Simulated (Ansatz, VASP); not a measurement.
## Sn3PbO4: VASP beside Ansatz

```
CELL_PARAMETERS angstrom
-2.77300 2.77300 4.92414
2.77300 -2.77300 4.92414
2.77300 2.77300 -4.92414
ATOMIC_POSITIONS crystal
Sn 0.13000 0.13000 0.00000
Sn 0.37000 0.87000 0.50000
Sn 0.87000 0.37000 0.50000
Pb 0.63000 0.63000 0.00000
O 0.50000 0.00000 0.00000
O 0.00000 0.50000 0.00000
O 0.50000 0.50000 0.50000
O 0.00000 0.00000 0.50000
```

Alike in both runs: task relaxation of cell and atoms; functional PBE; k mesh 4 × 4 × 4; occupations gaussian, width 0.1 eV; no spin polarisation.

|  | VASP | Ansatz |
| --- | --- | --- |
| version | VASP 6.6.1 | Ansatz 0.2.0 |
| potentials or method | VASP PAW PBE potentials, release 64 (Sn_d, Pb_d, O), cutoff 600 eV | scalar-relativistic, plane waves, PAW |
| valence electrons in the cell | 80 | 80 |

|  | VASP | Ansatz | Ansatz less VASP |
| --- | --- | --- | --- |
| gap on the k mesh at the Fermi level, each at its own relaxed structure (eV) | 0.69 | 0.65 | -0.038 |
| relaxed volume (Å³/atom) | 19.67 | 19.50 | -0.177 |
| relaxed cell length with the largest relative difference (Å) | 6.470 | 6.425 | -0.0447 |

Spin-orbit coupling is off throughout.
